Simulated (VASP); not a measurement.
Sr, 1 atom in the cell. Symmetry: Fm-3m, No. 225, cubic system. The conventional cell has a = 6.105 Å, b = 6.105 Å, c = 6.105 Å, α = 90.00°, β = 90.00°, γ = 90.00°. Within 5.7 Å of Sr (site symmetry m-3m) lie 12 Sr at 4.32 Å.  This cell differs from its parent crystal: volume scaled by 1.01.

```yaml
Program: VASP 6.6.1
Task: electric field gradients
Functional: LDA
Potentials_or_basis: VASP PAW LDA potentials, release 64 (Sr_sv)
Cutoff: 520 eV
k_mesh: 10 × 10 × 10
Occupations: fermi-dirac, width 0.08 eV
Spin: no spin polarisation
Dipole_correction: no
Further_INCAR_settings: ALGO = Normal; EDIFF = 1e-08; NBANDS = 11
```

Potentials or basis: VASP PAW LDA potentials, release 64 (Sr_sv).

Run with:

```bash
$ cat potpaw_LDA.64/Sr_sv/POTCAR > POTCAR
$ mpirun -np 1 vasp_std > vasp.out
```

Hardware: 1 thread of Intel(R) Xeon(R) Platinum 8375C CPU @ 2.90GHz (Ice Lake), on a shared host.

Estimate the wall time of this run.

It took 12 s on 1 thread of Intel(R) Xeon(R) Platinum 8375C CPU @ 2.90GHz (Ice Lake), on a shared host, peak memory 0.16 GiB. Counts: scf iterations 13, k points 47.
